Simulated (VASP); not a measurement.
A run of VASP 6.6.1 is set up as follows.

The input INCAR:

```
PREC = Accurate ; ENCUT = 520
EDIFF = 1E-7 ; ISMEAR = -1
SIGMA = 0.1 ; LREAL = F
LASPH = T ; NELM = 60
ALGO = Normal ; ISIF = 2
LWAVE = F ; LCHARG = F
GGA = PE ; NBANDS = 14
```

The input KPOINTS:

```
regular mesh
0
Gamma
  14 14 13
```

The input POSCAR:

```
Bi
1.0
    3.4473772076      0.0000000000      0.0000000000
   -1.7236886038      2.9855162382      0.0000000000
    0.0000000000      0.0000000000      3.2824318917
Bi
1
Direct
    0.0000000000      0.0000000000      0.0000000000
```

Potentials or basis: VASP PAW PBE potentials, release 64 (Bi_d).

Launch:

```bash
$ cat potpaw_PBE.64/Bi_d/POTCAR > POTCAR
$ mpirun -np 1 vasp_std > vasp.out
```

(1) Predict the band gap on the k mesh.

(2) What does it give for the pressure?

## Answers

(1) zero (an odd number of electrons rules out a gap without spin polarisation).

(2) -0.1 GPa.

Caveat: spin-orbit coupling is left out, which moves the levels of the heavy elements.
